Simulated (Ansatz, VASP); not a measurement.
## Ti: VASP beside Ansatz

INCAR

```
ALGO = Fast
EDIFF = 1E-6
ENCUT = 520
GGA = PS
ISIF = 2
ISMEAR = 0
LASPH = T
LCHARG = F
LREAL = F
LWAVE = F
NBANDS = 19
NELM = 80
PREC = Accurate
SIGMA = 0.15
```

The input KPOINTS:

```
k-points
0
Gamma
  24 24 14
```

The input POSCAR:

```
Ti
1.0
    2.9004352004      0.0000000000      0.0000000000
   -1.4502176002      2.6248838410      0.0000000000
    0.0000000000      0.0000000000      4.5909904469
Ti
2
Direct
    0.3333333333      0.6666666667      0.2500000000
    0.6666666667      0.3333333333      0.7500000000
```

Input for Ansatz:

```yaml
crystal:
  lattice:
    - [2.9004352004, 0.0, 0.0]
    - [-1.4502176002, 2.624883841, 0.0]
    - [0.0, 0.0, 4.5909904469]
  atoms:
    - { symbol: Ti, position: [0.3333333333, 0.6666666667, 0.25] }
    - { symbol: Ti, position: [0.6666666667, 0.3333333333, 0.75] }
basis:
  ecutwfc: 420
kpoints:
  mp_grid: { grid: [24, 24, 14] }
hamiltonian:
  xc: pbesol
scf:
  occupations: { method: gaussian, width: 0.15 }
output:
  forces: true
  stress: true
  eigenvalues: true
```

Change from the starting cell: strain +0.0450 x Voigt [0, 1, 0, 0, 0, 0], atoms carried along.

Alike in both runs: task single point; functional PBEsol; k mesh 24 × 24 × 14; occupations gaussian, width 0.15 eV; no spin polarisation.

|  | VASP | Ansatz |
| --- | --- | --- |
| version | VASP 6.6.1 | Ansatz 0.2.0 |
| potentials or method | VASP PAW PBE potentials, release 64 (Ti_sv), cutoff 520 eV | scalar-relativistic, plane waves, PAW |
| valence electrons in the cell | 24 | 24 |

```csv
,VASP,Ansatz,Ansatz less VASP
gap on the k mesh at the Fermi level (eV),none,none,-
pressure (GPa),-5.1,-4.7,+0.33
"traceless stress, the component that is largest in VASP (GPa)",-3.15,-3.18,-0.030
rms of the force components (eV/Å),0.066,0.067,+0.0010
```

VASP's potentials were made for PBE, not for PBEsol. Atom by atom the forces differ by 0.001 eV/Å (rms over components). A gap of «none» marks a metal or a gap that the smearing closes. With one functional, cell and mesh, what is left measures potentials, basis and numerics.
